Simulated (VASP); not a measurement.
## IrPt2: single point with PBE

Crystal: IrPt2.

```
Ir Pt
1.0
     2.77885    0.00000    0.00000
    -1.38942    2.40655    0.00000
     0.00000    0.00000   13.72449
Ir Pt
2 4
Cartesian
  0.0000 1.6044 12.6478
  1.3894 0.8022 1.0767
  0.0000 0.0000 3.3415
  0.0000 1.6044 5.6863
  1.3894 0.8022 8.0382
  0.0000 0.0000 10.3830
```

```json
{
  "Program": "VASP 6.6.1",
  "Task": "single point",
  "Functional": "PBE",
  "Potentials or basis": "VASP PAW PBE potentials, release 64 (Ir, Pt)",
  "Cutoff": "500 eV",
  "k mesh": "6 × 6 × 2",
  "Occupations": "gaussian, width 0.1 eV",
  "Spin": "no spin polarisation"
}
```

```json
{
  "Pressure": "-1.9 GPa",
  "Largest force": "0.256 eV/Å",
  "Band gap on the k mesh": "zero (bands 29 and 30 overlap by 2.05 eV)"
}
```

Forces on the atoms (eV/Å):
```
Ir   0.000  0.000  0.256
Ir   0.000  0.000 -0.256
Pt   0.000  0.000  0.048
Pt   0.000  0.000 -0.022
Pt   0.000  0.000  0.022
Pt   0.000  0.000 -0.048
```

Levels at points of the mesh, in eV from the Fermi level:
```
           k point  band 27  band 28  band 29  band 30  band 31  band 32  band 33  band 34  band 35  band 36
(0.00, 0.00, 0.00)    -1.52    -1.31    -1.31    -0.82    -0.82    -0.52    -0.52    -0.51     0.42     0.42
(0.50, 0.00, 0.00)     0.34     0.52     0.69     0.81     1.11     1.79     2.47     2.70     3.20     3.36
(0.00, 0.00, 0.50)    -1.49    -1.49    -1.25    -1.25    -1.16    -1.16    -0.26    -0.26     0.36     0.36
(0.50, 0.00, 0.50)     0.35     0.43     0.81     1.10     1.21     1.62     2.53     2.65     3.28     3.30
```

Run time: 73 s on 1 thread of Intel(R) Xeon(R) Platinum 8375C CPU @ 2.90GHz (Ice Lake), with other jobs on the host, peak memory 0.2 GiB.

Caveat: the k points lie up to 0.44 Å⁻¹ apart, too coarse for converged energies and pressures of a metal; spin-orbit coupling is left out, which moves the levels of the heavy elements.
